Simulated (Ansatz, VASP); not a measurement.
One calculation of TiO2, two programs

The input INCAR:

```
  PREC = Accurate
  ENCUT = 520
  EDIFF = 1E-6
  ISMEAR = -1
  SIGMA = 0.08
  LREAL = False
  LASPH = True
  NELM = 100
  ALGO = Normal
  ISIF = 2
  LWAVE = False
  LCHARG = False
  GGA = PE
  NBANDS = 33
```

KPOINTS

```
Automatic mesh
0
Gamma
  8 8 11
```

Contents of POSCAR:

```
TiO2
1.0
    4.4138212628      0.0000000000      0.0000000000
    0.0000000000      4.4138212628      0.0000000000
    0.0000000000      0.0000000000      2.8864148372
Ti O
2 4
Direct
    0.0000000000      0.0000000000      0.0000000000
    0.5000000000      0.5000000000      0.5000000000
    0.3018288480      0.3018288480      0.0000000000
    0.6981711520      0.6981711520      0.0000000000
    0.8018288480      0.1981711520      0.5000000000
    0.1981711520      0.8018288480      0.5000000000
```

Input for Ansatz:

```yaml
crystal:
  lattice:
    - [4.4138212628, 0.0, 0.0]
    - [0.0, 4.4138212628, 0.0]
    - [0.0, 0.0, 2.8864148372]
  atoms:
    - { symbol: Ti, position: [0.0, 0.0, 0.0] }
    - { symbol: Ti, position: [0.5, 0.5, 0.5] }
    - { symbol: O, position: [0.301828848, 0.301828848, 0.0] }
    - { symbol: O, position: [0.698171152, 0.698171152, 0.0] }
    - { symbol: O, position: [0.801828848, 0.198171152, 0.5] }
    - { symbol: O, position: [0.198171152, 0.801828848, 0.5] }
kpoints:
  mp_grid: { grid: [8, 8, 11] }
scf:
  occupations: { method: fermi_dirac, width: 0.08 }
hamiltonian:
  xc: pbe
  pseudopotentials: { kind: paw }
output:
  forces: true
  stress: true
  eigenvalues: true
  populations: true
```

Change from the starting cell: volume scaled by 0.88, PAW files.

Alike in both runs: task single point; functional PBE; k mesh 8 × 8 × 11; occupations fermi-dirac, width 0.08 eV; no spin polarisation.

```csv
,VASP,Ansatz
version,VASP 6.6.1,Ansatz 0.2.0
potentials or method,"VASP PAW PBE potentials, release 64 (Ti_sv, O)","PAW with Ansatz's default frozen-core files, scalar-relativistic"
plane-wave cutoff (eV),520,420
valence electrons in the cell,48,48
```

Ansatz gave:

| Property | Result |
| --- | --- |
| pressure (GPa) | 35.7 |
| traceless stress, the component that is largest in VASP (GPa) | 0.01 |
| rms of the force components (eV/Å) | 0.000 |

Question: Estimate VASP's values.

Answer: Pressure (GPa): 36.5; traceless stress, the component that is largest in VASP (GPa): 0.14; rms of the force components (eV/Å): 0.009.

Atom by atom the forces differ by 0.009 eV/Å (rms over components). Both programs put the cell under a high pressure, so it lies far from rest at this level.
